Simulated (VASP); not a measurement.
Here is a VASP 6.6.1 calculation.

INCAR

```
ALGO = Normal ; EDIFF = 1E-6
ENCUT = 500 ; GGA = PS
GGA_COMPAT = F ; ISIF = 2
ISMEAR = 0 ; LASPH = T
LCHARG = F ; LREAL = F
LWAVE = F ; NBANDS = 14
NELM = 120 ; PREC = Accurate
SIGMA = 0.15
```

Contents of KPOINTS:

```
k-points
0
Gamma
  18 18 18
```

The input POSCAR:

```
ZrB
1.0
    0.0000000000      2.3250000000      2.3250000000
    2.3250000000      0.0000000000      2.3250000000
    2.3250000000      2.3250000000      0.0000000000
Zr B
1 1
Direct
   -0.1075268817      0.1075268817     -0.1075268817
    0.5000000000      0.5000000000      0.5000000000
```

Potentials or basis: VASP PAW PBE potentials, release 64 (Zr_sv, B).

The run is started by

```bash
$ cat potpaw_PBE.64/Zr_sv/POTCAR potpaw_PBE.64/B/POTCAR > POTCAR
$ mpirun -np 1 vasp_std > vasp.out
```

**Question.** What does it give for the pressure?

**Answer.** 44.4 GPa.

**Question.** Predict the largest force.

**Answer.** 8.481 eV/Å.

Forces on the atoms (eV/Å):
```
Zr   0.000  8.481  0.000
B    0.000 -8.481  0.000
```

Caveat: the cell differs from its parent crystal (all Zr atoms moved -0.500 Å, as atom 1 along Cartesian [0 1 0]); the PAW data sets were made with another functional, which shifts forces and pressure a little.
